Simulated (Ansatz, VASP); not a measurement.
HfSiO4: VASP beside Ansatz

```
Hf Si O
1.0
     6.64491    0.00000    0.00000
     0.00000   -6.64491    0.00000
    -3.32245    3.32245   -9.02242
Hf Si O
6 6 24
Direct
  0.00047 0.99947 0.99915
  0.33379 0.33282 0.66582
  0.66712 0.66615 0.33248
  0.25045 0.74948 0.49915
  0.58380 0.08282 0.16582
  0.91713 0.41614 0.83248
  0.75045 0.24948 0.49915
  0.08378 0.58280 0.16582
  0.41713 0.91615 0.83249
  0.16712 0.16615 0.33249
  0.50046 0.49948 0.99915
  0.83379 0.83281 0.66582
  0.89409 0.07741 0.78638
  0.22742 0.41076 0.45306
  0.56076 0.74408 0.11972
  0.99505 0.30978 0.61972
  0.32839 0.64310 0.28639
  0.66174 0.97644 0.95305
  0.62641 0.30976 0.61972
  0.95975 0.64306 0.28639
  0.29311 0.97643 0.95306
  0.22739 0.04211 0.45305
  0.56073 0.37545 0.11972
  0.89408 0.70878 0.78639
  0.58918 0.77255 0.54525
  0.92252 0.10588 0.21191
  0.25585 0.43920 0.87858
  0.69020 0.00488 0.37858
  0.02351 0.33820 0.04524
  0.35685 0.67155 0.71192
  0.69012 0.37351 0.37858
  0.02348 0.70684 0.04525
  0.35681 0.04018 0.71191
  0.29116 0.10584 0.21192
  0.62449 0.43918 0.87857
  0.95782 0.77250 0.54524
```

Alike in both runs: functional PBE; k mesh 2 × 2 × 2; occupations gaussian, width 0.02 eV; no spin polarisation.

Ansatz relaxed the structure, and its values are those at the end. VASP's run is a single point on that final structure, the one shown.

```csv
,VASP,Ansatz
version,VASP 6.6.1,Ansatz 0.2.0
potentials or method,"VASP PAW PBE potentials, release 64 (Hf_pv, Si, O), cutoff 520 eV","scalar-relativistic, plane waves, PAW"
valence electrons in the cell,228,324
```

```csv
,VASP,Ansatz,Ansatz less VASP
gap on the k mesh at the Fermi level (eV),5.26,5.32,+0.057
least direct gap on the mesh (eV),5.60,5.66,+0.062
rms of the force components (eV/Å),0.087,0.001,-0.0862
```

VASP's potentials hold 228 valence electrons a cell and Ansatz's 324, so a difference there can come from the potentials and not from the codes.

The k mesh is coarse, so the values compare programs but aren't converged. Spin-orbit coupling is off throughout.
